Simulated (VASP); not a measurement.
Input of a VASP 6.6.1 run:

Contents of INCAR:

```
  PREC = Accurate
  ENCUT = 520
  EDIFF = 1E-7
  ISMEAR = 0
  SIGMA = 0.1
  LREAL = False
  LASPH = True
  NELM = 80
  ALGO = Normal
  ISIF = 2
  LWAVE = False
  LCHARG = True
  GGA = PE
  LELF = True
  LVHAR = True
  NBANDS = 17
```

The input KPOINTS:

```
Automatic mesh
0
Gamma
  18 18 18
```

POSCAR

```
MoS
1.0
    3.0047652150      0.0000000000      0.0000000000
    0.0000000000      3.0047652150      0.0000000000
    0.0000000000      0.0000000000      3.0047652150
Mo S
1 1
Direct
    0.5000000000      0.5000000000      0.5000000000
    0.0000000000      0.0000000000      0.0000000000
```

Potentials or basis: VASP PAW PBE potentials, release 64 (Mo_sv, S).

Launch:

```console
$ cat potpaw_PBE.64/Mo_sv/POTCAR potpaw_PBE.64/S/POTCAR > POTCAR
$ mpirun -np 1 vasp_std > vasp.out
```

(1) What does it give for the band gap on the k mesh?

(2) Predict the pressure.

Results:

(1) zero (bands 10 and 11 overlap by 4.04 eV).

(2) 0.2 GPa.
